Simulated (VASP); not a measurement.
# Ge in VASP: a series of runs

Runs on Ge. Level: PBE. Tasks: single point.

Program: VASP 6.6.1. These are calculated values, not measurements. Logs are shortened: lines on timing, memory, paths and dates and some standing lists are left out, and cuts for length are marked.

## (1) The cell of the first run

The structure is orthorhombic, space group Immm (No. 71). Conventional cell: a = 3.596 Å, b = 3.610 Å, c = 6.576 Å, α = 90.00°, β = 90.00°, γ = 90.00°. Within 3.3 Å of Ge (site symmetry mm2) lie 5 Ge at 2.52 to 2.66 Å.

## (2) Single point, PBE

The input, INCAR:

```
ALGO = Normal
EDIFF = 1E-7
ENCUT = 520
GGA = PE
ISIF = 2
ISMEAR = 0
LASPH = T
LCHARG = T
LELF = T
LREAL = F
LVHAR = T
LWAVE = F
NBANDS = 21
NELM = 100
PREC = Accurate
SIGMA = 0.1
```

The input, KPOINTS:

```
k-points
0
Gamma
  22 22 22
```

The input, POSCAR:

```
Ge
1.0
   -1.7981282069      1.8051055157      3.2878155206
    1.7981282069     -1.8051055157      3.2878155206
    1.7981282069      1.8051055157     -3.2878155206
Ge
2
Direct
    0.3083434676      0.8083434676      0.5000000000
    0.6916565324      0.1916565324      0.5000000000
```

Potentials or basis: VASP PAW PBE potentials, release 64 (Ge_d).

Command:

```console
$ cat potpaw_PBE.64/Ge_d/POTCAR > POTCAR
$ mpirun -np 1 vasp_std > vasp.out
```

OUTCAR:

```text
EDIFF = 1E-7
   ENCUT = 520
   GGA = PE
   ISIF = 2
   ISMEAR = 0
   LASPH = T
   LREAL = F
   NELM = 100
   PREC = Accurate

 ion  position               nearest neighbor table
   1  0.308  0.808  0.500-   2 2.52   2 2.66   2 2.66   2 2.66   2 2.66
   2  0.692  0.192  0.500-   1 2.52   1 2.66   1 2.66   1 2.66   1 2.66

  LATTYP: Found a body centered orthorhombic cell.
 ALAT       =     3.5962564138
 B/A-ratio  =     1.0038803178
 C/A-ratio  =     1.8284655721

  Lattice vectors:

 A1 = (  -1.7981282069,   1.8051055157,   3.2878155206)
 A2 = (   1.7981282069,  -1.8051055157,   3.2878155206)
 A3 = (   1.7981282069,   1.8051055157,  -3.2878155206)

Analysis of symmetry for initial positions (statically):
=====================================================================
 Subroutine PRICEL returns:
 Original cell was already a primitive cell.

 Routine SETGRP: Setting up the symmetry group for a
 body centered orthorhombic supercell.

 Subroutine GETGRP returns: Found  8 space group operations
 (whereof  8 operations were pure point group operations)
 out of a pool of  8 trial point group operations.

The static configuration has the point symmetry D_2h.

Analysis of symmetry for dynamics (positions and initial velocities):
=====================================================================
 Subroutine PRICEL returns:
 Original cell was already a primitive cell.

 Routine SETGRP: Setting up the symmetry group for a
 body centered orthorhombic supercell.

 Subroutine GETGRP returns: Found  8 space group operations
 (whereof  8 operations were pure point group operations)
 out of a pool of  8 trial point group operations.

The dynamic configuration has the point symmetry D_2h.

 Subroutine INISYM returns: Found  8 space group operations
 (whereof  8 operations are pure point group operations),
 and found     1 'primitive' translations

----------------------------------------------------------------------------------------

                                     Primitive cell

  volume of cell :      42.6865

  direct lattice vectors                    reciprocal lattice vectors
    -1.798128207  1.805105516  3.287815521     0.000000000  0.276992118  0.152076659
     1.798128207 -1.805105516  3.287815521     0.278066935  0.000000000  0.152076659
[... 80 lines left out ...]
   LNONCOLLINEAR =      F non collinear calculations
   LSORBIT =      F    spin-orbit coupling
   LASPH  =      T    aspherical Exc in radial PAW
   ENCUT  =  520.0 eV  38.22 Ry    6.18 a.u.   7.73  7.73  7.73*2*pi/ulx,y,z
   NELM   =    100;   NELMIN=  2; NELMDL= -5     # of ELM steps
   EDIFF  = 0.1E-06   stopping-criterion for ELM
   LREAL  =      F    real-space projection
   EDIFFG = 0.1E-05   stopping-criterion for IOM
   NSW    =      0    number of steps for IOM
   IBRION =     -1    ionic relax: 0-MD 1-quasi-New 2-CG
   NFREE  =      0    steps in history (QN), initial steepest desc. (CG)
   ISIF   =      2    stress and relaxation
   ISYM   =      2    0-nonsym 1-usesym 2-fastsym
   POTIM  = 0.5000    time-step for ionic-motion
   TEBEG  =    0.0;   TEEND  =   0.0 temperature during run
   PSTRESS=    0.0 pullay stress
   NELECT =      28.0000    total number of electrons
   NUPDOWN=      -1.0000    fix difference up-down
   EMIN   =  10.00;   EMAX   =-10.00  energy-range for DOS
   EFERMI =   0.00;   METHOD = LEGACY
   ISMEAR =     0;   SIGMA  =   0.10  broadening in eV -4-tet -1-fermi 0-gaus
   EFERMI_NEDOS =   21; number of points for ismear=-14 and -15
   IALGO  =     38    algorithm
   IMIX   =      4    mixing-type and parameters
     AMIX     =   0.40;   BMIX     =  1.00
     AMIX_MAG =   1.60;   BMIX_MAG =  1.00
  volume/ion in A,a.u.               =      21.34       144.03
  Fermi-wavevector in a.u.,A,eV,Ry     =   1.422429  2.688001 27.528728  2.023304
  Thomas-Fermi vector in A             =   2.543134
   LORBIT       =      0    0 simple, 1 ext, 2 COOP (PROOUT), +10 PAW based schemes
   GGA     = PE    functional components
   LHFCALC =     F    Hartree Fock is set to
   AEXX    =    0.0000 exact exchange contribution
   IVDW    =     0    specifies the selected vdW correction
   LEPSILON=     F    determine dielectric tensor
   LRPA    =     F    only Hartree local field effects (RPA)
 non-spin polarized calculation
 Gauss-broadening in eV      SIGMA  =   0.10
  energy-cutoff  :      520.00
  volume of cell :       42.69
 maximum number of plane-waves:      1165
   NGX = 15   NGY = 15   NGZ = 15

 number of electron      27.9999993 magnetization

 Free energy of the ion-electron system (eV)
  ---------------------------------------------------
  ext. energy  EPLUGINS =         0.00000000
  ---------------------------------------------------
  free energy    TOTEN  =        -8.59162306 eV

  energy without entropy =       -8.58743138  energy(sigma->0) =       -8.58952722

 E-fermi :   5.1217     XC(G=0): -10.4525

 val. band max:        5.1209555820   @ k =   0.0909   0.5000   0.0455
 cond. band min:       5.1250936798   @ k =  -0.0455   0.0909  -0.0000
 fundamental gap:      0.0041380979
 Fermi energy:         5.1216976789

 k-point     1 :       0.0000    0.0000    0.0000
  band No.  band energies     occupation
      1     -19.4139      2.00000
      2     -19.3444      2.00000
      3     -19.3410      2.00000
      4     -19.2606      2.00000
      5     -19.2599      2.00000
      6     -19.1876      2.00000
[... 565 lines left out ...]
     20      16.3202      0.00000
     21      17.4956      0.00000

 [... further k-points ...]

------------------------ aborting loop because EDIFF is reached ----------------------------------------

  FORCE on cell =-STRESS in cart. coord.  units (eV):
  Direction    XX          YY          ZZ          XY          YZ          ZX
  --------------------------------------------------------------------------------------
  -------------------------------------------------------------------------------------
  Total        0.0217776      0.0103142     -0.0010398      0.0000000      0.0000000      0.0000000
  in kB        0.8173922      0.3871302     -0.0390256      0.0000000      0.0000000      0.0000000
  external PRESSURE =       0.3884989 kB  Pullay stress =       0.0000000 kB

 VOLUME and BASIS-vectors are now :
 -----------------------------------------------------------------------------
  energy-cutoff  :      520.00
  volume of cell :       42.69
      direct lattice vectors                 reciprocal lattice vectors
    -1.798128207  1.805105516  3.287815521     0.000000000  0.276992118  0.152076659
     1.798128207 -1.805105516  3.287815521     0.278066935  0.000000000  0.152076659
     1.798128207  1.805105516 -3.287815521     0.278066935  0.276992118  0.000000000

 POSITION                                       TOTAL-FORCE (eV/Angst)
 -----------------------------------------------------------------------------------
      1.79813     -0.00000      2.02755         0.000000     -0.000000      0.003825
     -0.00000      1.80511      1.26026        -0.000000      0.000000     -0.003825
 -----------------------------------------------------------------------------------
    total drift:                               -0.000000     -0.000000      0.000000

  FREE ENERGIE OF THE ION-ELECTRON SYSTEM (eV)
  ---------------------------------------------------
  free  energy   TOTEN  =        -8.5916230566 eV

  energy  without entropy=       -8.5874313833  energy(sigma->0) =       -8.58952722
```

stdout:

```text
POSCAR found type information on POSCAR Ge
 POSCAR found :  1 types and       2 ions
 scaLAPACK will be used
 LDA part: xc-table for (Slater+PW92), standard interpolation
 POSCAR, INCAR and KPOINTS ok, starting setup
 FFT: planning ... GRIDC
 FFT: planning ... GRID_SOFT
 FFT: planning ... GRID
 WAVECAR not read
 entering main loop
```

It took 11 min on 1 thread of Intel Xeon Platinum 8488C (Sapphire Rapids), shared host; peak memory 1 GiB.

What came out:

* Free energy: -8.5916 eV
* Pressure: 0.0 GPa
* Largest force: 0.004 eV/Å
* Band gap on the k mesh: zero (band 14 reaches 7.52 eV, above the bottom of band 15 at 3.28 eV)

Forces in eV/Å, atoms in the order of the input:
```
Ge   0.000  0.000  0.004
Ge   0.000  0.000 -0.004
```

## (3) Single point, PBE

This run uses another cell than the first one: it holds 1 atom, not 2.

The input, INCAR:

```
  PREC = Accurate
  ENCUT = 520
  EDIFF = 1E-6
  ISMEAR = 0
  SIGMA = 0.1
  LREAL = False
  LASPH = True
  NELM = 60
  ALGO = Normal
  ISIF = 2
  LWAVE = False
  LCHARG = False
  GGA = PE
  NBANDS = 13
```

The input, KPOINTS:

```
regular mesh
0
Gamma
  26 26 26
```

The input, POSCAR:

```
Ge
1.0
   -1.4589195328      1.4589195328      2.2909083227
    1.4589195328     -1.4589195328      2.2909083227
    1.4589195328      1.4589195328     -2.2909083227
Ge
1
Direct
    0.0000000000      0.0000000000      0.0000000000
```

Potentials or basis: VASP PAW PBE potentials, release 64 (Ge_d).

Command:

```console
$ cat potpaw_PBE.64/Ge_d/POTCAR > POTCAR
$ mpirun -np 1 vasp_std > vasp.out
```

Run time: 5.1 min. Hardware: 1 thread of AMD EPYC 7R13, shared host; peak memory 0.38 GiB.

Results (log left out):

```
Free energy            : -4.1899 eV
Pressure               : -0.1 GPa
Band gap on the k mesh : zero (band 7 reaches 15.00 eV, above the bottom of band 8 at 3.69 eV)
```

Levels at points of the mesh, in eV from the Fermi level:
```tsv
k point	band 3	band 4	band 5	band 6	band 7	band 8	band 9	band 10	band 11	band 12
(0.00, 0.00, 0.00)	-24.77	-24.76	-24.71	-12.96	8.50	8.65	8.65	13.35	14.22	14.22
(0.50, 0.00, 0.00)	-24.76	-24.70	-24.69	-7.86	-5.38	5.45	7.69	10.22	13.24	13.68
(0.50, 0.50, 0.00)	-24.70	-24.70	-24.66	-5.04	-3.79	1.63	2.55	5.72	6.34	24.11
(0.50, 0.50, 0.50)	-24.69	-24.69	-24.69	-6.86	-4.82	3.64	3.64	7.49	7.59	28.25
```
